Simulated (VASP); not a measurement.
# B7N3 (Cmmm) in VASP: single point with PBE

Aim: the single point of B7N3 with PBE.

Everything below comes from runs of VASP 6.6.1. Logs are shortened: lines on timing, memory, paths and dates and some standing lists are left out, and cuts for length are marked.

### Step 1. The cell of the first run

It takes space group Cmmm (No. 65, orthorhombic). The conventional cell has a = 2.866 Å, b = 17.040 Å, c = 2.816 Å, α = 90.00°, β = 90.00°, γ = 90.00°. B (site symmetry m2m) has 6 N at 2.04 to 2.37 Å and 6 B at 2.10 to 2.34 Å within 2.7 Å. B (site symmetry m2m) has 8 B at 2.01 to 2.34 Å and 4 N at 2.07 to 2.15 Å within 2.7 Å. Within 2.7 Å of B (site symmetry m2m) lie 8 B at 2.01 to 2.33 Å and 4 N at 2.03 to 2.19 Å. Within 2.7 Å of B (site symmetry mmm) lie 4 N at 2.01 Å and 8 B at 2.16 to 2.17 Å. N (site symmetry mmm) has 12 B at 2.01 to 2.19 Å within 2.7 Å. Within 2.7 Å of N (site symmetry m2m) lie 10 B at 2.03 to 2.37 Å and 2 N at 2.70 Å.

### Step 2. Single point, PBE

Input file INCAR:

```
  PREC = Accurate
  ENCUT = 520
  EDIFF = 1E-6
  ISMEAR = -1
  SIGMA = 0.1
  LREAL = F
  LASPH = T
  NELM = 80
  ALGO = Normal
  ISIF = 2
  LWAVE = F
  LCHARG = F
  GGA = PE
  NBANDS = 29
```

Input file KPOINTS:

```
regular mesh
0
Gamma
  6 6 6
```

Input file POSCAR:

```
B7N3
1.0
    2.8658880000      0.0000000000      0.0000000000
    1.4329440000     -8.5199400000      0.0000000000
    0.0000000000      0.0000000000     -2.8161500000
B N
7 3
Direct
    0.2050000000      0.5900000000      0.5000000000
    0.7950000000      0.4100000000      0.5000000000
    0.0950000000      0.8100000000      0.0000000000
    0.9050000000      0.1900000000      0.0000000000
    0.4030000000      0.1940000000      0.5000000000
    0.5970000000      0.8060000000      0.5000000000
    0.5000000000      0.0000000000      0.0000000000
    0.0000000000      0.0000000000      0.5000000000
    0.3170000000      0.3660000000      0.0000000000
    0.6830000000      0.6340000000      0.0000000000
```

Potentials or basis: VASP PAW PBE potentials, release 64 (B, N).

Started as:

```console
$ cat potpaw_PBE.64/B/POTCAR potpaw_PBE.64/N/POTCAR > POTCAR
$ mpirun -np 1 vasp_std > vasp.out
```

OUTCAR:

```text
PREC = Accurate
   ENCUT = 520
   EDIFF = 1E-6
   ISMEAR = -1
   LREAL = F
   LASPH = T
   NELM = 80
   ISIF = 2
   GGA = PE

 ion  position               nearest neighbor table
   1  0.205  0.590  0.500-   2 2.10   2 2.10
   2  0.795  0.410  0.500-   1 2.10   1 2.10
   3  0.095  0.810  0.000-   6 2.01   6 2.01   6 2.01   6 2.01   7 2.16   7 2.16
   4  0.905  0.190  0.000-   5 2.01   5 2.01   5 2.01   5 2.01   7 2.16   7 2.16
   5  0.403  0.194  0.500-   4 2.01   4 2.01   4 2.01   4 2.01   7 2.17   7 2.17
   6  0.597  0.806  0.500-   3 2.01   3 2.01   3 2.01   3 2.01   7 2.17   7 2.17
   7  0.500  0.000  0.000-   3 2.16   3 2.16   4 2.16   4 2.16   6 2.17   5 2.17   6 2.17   5 2.17

   8  0.000  0.000  0.500-
   9  0.317  0.366  0.000-
  10  0.683  0.634  0.000-

  LATTYP: Found a base centered orthorhombic cell.
 ALAT       =     2.8658880000
 B/A-ratio  =     5.9457592202
 C/A-ratio  =     0.9826448207

  Lattice vectors:

 A1 = (   1.4329440000,   8.5199400000,   0.0000000000)
 A2 = (   1.4329440000,  -8.5199400000,   0.0000000000)
 A3 = (   0.0000000000,   0.0000000000,  -2.8161500000)

Analysis of symmetry for initial positions (statically):
=====================================================================
 Subroutine PRICEL returns:
 Original cell was already a primitive cell.

 Routine SETGRP: Setting up the symmetry group for a
 base centered orthorhombic supercell.

 Subroutine GETGRP returns: Found  8 space group operations
 (whereof  8 operations were pure point group operations)
 out of a pool of  8 trial point group operations.

The static configuration has the point symmetry D_2h.

Analysis of symmetry for dynamics (positions and initial velocities):
=====================================================================
 Subroutine PRICEL returns:
 Original cell was already a primitive cell.

 Routine SETGRP: Setting up the symmetry group for a
 base centered orthorhombic supercell.

 Subroutine GETGRP returns: Found  8 space group operations
 (whereof  8 operations were pure point group operations)
 out of a pool of  8 trial point group operations.

The dynamic configuration has the point symmetry D_2h.

 Subroutine INISYM returns: Found  8 space group operations
 (whereof  8 operations are pure point group operations),
 and found     1 'primitive' translations

----------------------------------------------------------------------------------------

                                     Primitive cell

  volume of cell :      68.7625

  direct lattice vectors                    reciprocal lattice vectors
     2.865888000  0.000000000  0.000000000     0.348931989  0.058685859  0.000000000
     1.432944000 -8.519940000  0.000000000     0.000000000 -0.117371719  0.000000000
     0.000000000  0.000000000 -2.816150000     0.000000000  0.000000000 -0.355094722

  length of vectors
     2.865888000  8.639601039  2.816150000     0.353832677  0.117371719  0.355094722

  position of ions in fractional coordinates (direct lattice)
     0.205000000  0.590000000  0.500000000
     0.795000000  0.410000000  0.500000000
     0.095000000  0.810000000  0.000000000
     0.905000000  0.190000000  0.000000000
     0.403000000  0.194000000  0.500000000
     0.597000000  0.806000000  0.500000000
     0.500000000  0.000000000  0.000000000
     0.000000000  0.000000000  0.500000000
     0.317000000  0.366000000  0.000000000
     0.683000000  0.634000000  0.000000000

  ion indices of the primitive-cell ions
   primitive index   ion index
                 1           1
                 2           2
                 3           3
                 4           4
                 5           5
                 6           6
                 7           7
                 8           8
                 9           9
                10          10

----------------------------------------------------------------------------------------

 KPOINTS: regular mesh

Automatic generation of k-mesh.
 Grid dimensions read from file:
 generate k-points for:    6    6    6

 Generating k-lattice:

  Cartesian coordinates                     Fractional coordinates (reciprocal lattice)
     0.058155331  0.009780977  0.000000000     0.166666667  0.000000000  0.000000000
     0.000000000 -0.019561953  0.000000000     0.000000000  0.166666667  0.000000000
     0.000000000  0.000000000 -0.059182454     0.000000000  0.000000000  0.166666667

  Length of vectors
     0.058972113  0.019561953  0.059182454

  Shift w.r.t. Gamma in fractional coordinates (k-lattice)
     0.000000000  0.000000000  0.000000000

 Subroutine IBZKPT returns following result:
 ===========================================

 Found     52 irreducible k-points:

 Following reciprocal coordinates:
            Coordinates               Weight
  0.000000  0.000000  0.000000      1.000000
  0.166667  0.000000  0.000000      4.000000
  0.333333  0.000000  0.000000      4.000000
  0.500000  0.000000  0.000000      2.000000
  0.000000  0.166667  0.000000      2.000000
  0.333333  0.166667  0.000000      2.000000
[... 16 lines left out ...]
  0.000000  0.333333  0.166667      4.000000
 -0.333333  0.333333  0.166667      4.000000
 [... further k-points ...]
   k-points           NKPTS =     52   k-points in BZ     NKDIM =     52   number of bands    NBANDS=     29
   number of dos      NEDOS =    301   number of ions     NIONS =     10
   total plane-waves  NPLWV =  36864
   dimension x,y,z NGX =    24 NGY =   64 NGZ =   24
   dimension x,y,z NGXF=    48 NGYF=  128 NGZF=   48
   ions per type =               7   3
   NGX,Y,Z   is equivalent  to a cutoff of  13.92, 12.32, 14.17 a.u.
   NGXF,Y,Z  is equivalent  to a cutoff of  27.84, 24.63, 28.34 a.u.
 SYSTEM =  unknown system
   PREC   = accura    normal or accurate (medium, high low for compatibility)
   ISTART =      0    job   : 0-new  1-cont  2-samecut
   ICHARG =      2    charge: 1-file 2-atom 10-const
   ISPIN  =      1    spin polarized calculation?
   LNONCOLLINEAR =      F non collinear calculations
   LSORBIT =      F    spin-orbit coupling
   LASPH  =      T    aspherical Exc in radial PAW
   ENCUT  =  520.0 eV  38.22 Ry    6.18 a.u.   5.33 16.06  5.24*2*pi/ulx,y,z
   NELM   =     80;   NELMIN=  2; NELMDL= -5     # of ELM steps
   EDIFF  = 0.1E-05   stopping-criterion for ELM
   LREAL  =      F    real-space projection
   EDIFFG = 0.1E-04   stopping-criterion for IOM
   NSW    =      0    number of steps for IOM
   IBRION =     -1    ionic relax: 0-MD 1-quasi-New 2-CG
   NFREE  =      0    steps in history (QN), initial steepest desc. (CG)
   ISIF   =      2    stress and relaxation
   ISYM   =      2    0-nonsym 1-usesym 2-fastsym
   POTIM  = 0.5000    time-step for ionic-motion
   TEBEG  =    0.0;   TEEND  =   0.0 temperature during run
   PSTRESS=    0.0 pullay stress
   NELECT =      36.0000    total number of electrons
   NUPDOWN=      -1.0000    fix difference up-down
   EMIN   =  10.00;   EMAX   =-10.00  energy-range for DOS
   EFERMI =   0.00;   METHOD = LEGACY
   ISMEAR =    -1;   SIGMA  =   0.10  broadening in eV -4-tet -1-fermi 0-gaus
   EFERMI_NEDOS =   21; number of points for ismear=-14 and -15
   IALGO  =     38    algorithm
   IMIX   =      4    mixing-type and parameters
     AMIX     =   0.40;   BMIX     =  1.00
     AMIX_MAG =   1.60;   BMIX_MAG =  1.00
  volume/ion in A,a.u.               =       6.88        46.40
  Fermi-wavevector in a.u.,A,eV,Ry     =   1.319447  2.493393 23.686918  1.740939
  Thomas-Fermi vector in A             =   2.449344
   LORBIT       =      0    0 simple, 1 ext, 2 COOP (PROOUT), +10 PAW based schemes
   GGA     = PE    functional components
   LHFCALC =     F    Hartree Fock is set to
   AEXX    =    0.0000 exact exchange contribution
   IVDW    =     0    specifies the selected vdW correction
   LEPSILON=     F    determine dielectric tensor
   LRPA    =     F    only Hartree local field effects (RPA)
 non-spin polarized calculation
  energy-cutoff  :      520.00
  volume of cell :       68.76
 maximum number of plane-waves:      1877
 NGX is ok and might be reduce to    24
   NGX = 11   NGY = 33   NGZ = 11

 number of electron      35.9999999 magnetization

 Free energy of the ion-electron system (eV)
  ---------------------------------------------------
  ext. energy  EPLUGINS =         0.00000000
  ---------------------------------------------------
  free energy    TOTEN  =       -49.70715658 eV

  energy without entropy =      -49.59468154  energy(sigma->0) =      -49.65091906

 E-fermi :   8.4039     XC(G=0): -12.5519

 val. band max:        8.3904829532   @ k =  -0.3333   0.1667   0.1667
 cond. band min:       8.4070469058   @ k =   0.5000   0.0000   0.5000
 fundamental gap:      0.0165639526
 Fermi energy:         8.4038700878

 k-point     1 :       0.0000    0.0000    0.0000
  band No.  band energies     occupation
      1     -11.4694      2.00000
      2     -10.2625      2.00000
      3      -9.7776      2.00000
      4      -4.3729      2.00000
      5      -3.0357      2.00000
      6       2.0735      2.00000
[... 21 lines left out ...]
     28      13.8852      0.00000
     29      14.6890      0.00000

 k-point     2 :       0.1667    0.0000    0.0000
  band No.  band energies     occupation
      1     -11.1064      2.00000
      2      -9.9927      2.00000
      3      -9.4099      2.00000
      4      -4.1706      2.00000
      5      -2.6859      2.00000
      6      -0.2522      2.00000
[... 21 lines left out ...]
     28      13.4674      0.00000
     29      14.0781      0.00000

 k-point     3 :       0.3333    0.0000    0.0000
  band No.  band energies     occupation
      1     -10.1034      2.00000
      2      -9.2407      2.00000
      3      -8.5974      2.00000
      4      -3.8348      2.00000
      5      -3.5702      2.00000
      6      -2.0442      2.00000
[... 638 lines left out ...]
      5      -1.5643      2.00000
      6      -0.0822      2.00000
[... 21 lines left out ...]
     28      13.5747      0.00000
     29      14.1469      0.00000

 k-point    24 :      -0.3333    0.3333    0.1667
  band No.  band energies     occupation
      1      -9.6560      2.00000
      2      -9.1392      2.00000
      3      -8.0870      2.00000
      4      -3.4316      2.00000
      5      -3.0147      2.00000
      6      -2.1839      2.00000
[... 21 lines left out ...]
     28      13.2568      0.00000
     29      13.7914      0.00000

 [... further k-points ...]

------------------------ aborting loop because EDIFF is reached ----------------------------------------

  FORCE on cell =-STRESS in cart. coord.  units (eV):
  Direction    XX          YY          ZZ          XY          YZ          ZX
  --------------------------------------------------------------------------------------
  -------------------------------------------------------------------------------------
  Total       -9.8951435      5.4587143     -7.4058510      0.0000000      0.0000000      0.0000000
  in kB     -230.5585028    127.1889594   -172.5575713      0.0000000      0.0000000      0.0000000
  external PRESSURE =     -91.9757049 kB  Pullay stress =       0.0000000 kB

 VOLUME and BASIS-vectors are now :
 -----------------------------------------------------------------------------
  energy-cutoff  :      520.00
  volume of cell :       68.76
      direct lattice vectors                 reciprocal lattice vectors
     2.865888000  0.000000000  0.000000000     0.348931989  0.058685859  0.000000000
     1.432944000 -8.519940000  0.000000000     0.000000000 -0.117371719  0.000000000
     0.000000000  0.000000000 -2.816150000     0.000000000  0.000000000 -0.355094722

 POSITION                                       TOTAL-FORCE (eV/Angst)
 -----------------------------------------------------------------------------------
      1.43294     -5.02676     -1.40807        -0.000000      0.681801     -0.000000
      2.86589     -3.49318     -1.40807        -0.000000     -0.681801      0.000000
      1.43294     -6.90115      0.00000         0.000000     -0.090974      0.000000
      2.86589     -1.61879      0.00000        -0.000000      0.090974     -0.000000
      1.43294     -1.65287     -1.40807         0.000000     -0.486098      0.000000
      2.86589     -6.86707     -1.40807        -0.000000      0.486098     -0.000000
      1.43294      0.00000      0.00000         0.000000     -0.000000      0.000000
      0.00000      0.00000     -1.40807        -0.000000     -0.000000      0.000000
      1.43294     -3.11830      0.00000        -0.000000      0.473848      0.000000
      2.86589     -5.40164      0.00000        -0.000000     -0.473848     -0.000000
 -----------------------------------------------------------------------------------
    total drift:                                0.000000     -0.000000     -0.000000

  FREE ENERGIE OF THE ION-ELECTRON SYSTEM (eV)
  ---------------------------------------------------
  free  energy   TOTEN  =       -49.7071565770 eV

  energy  without entropy=      -49.5946815422  energy(sigma->0) =      -49.65091906
```

Wall time 2.4 min (1 thread of AMD EPYC 7R43 (Zen 3), shared host); peak memory 0.18 GiB.

Results:

* Free energy: -49.7072 eV
* Pressure: -9.2 GPa
* Largest force: 0.682 eV/Å
* Band gap on the k mesh: zero (band 18 reaches 9.52 eV, above the bottom of band 19 at 6.48 eV)

Forces on the atoms (eV/Å):
```
B    0.000  0.682  0.000
B    0.000 -0.682  0.000
B    0.000 -0.091  0.000
B    0.000  0.091  0.000
B    0.000 -0.486  0.000
B    0.000  0.486  0.000
B    0.000  0.000  0.000
N    0.000  0.000  0.000
N    0.000  0.474  0.000
N    0.000 -0.474  0.000
```

Caveat: the k points lie up to 0.37 Å⁻¹ apart.
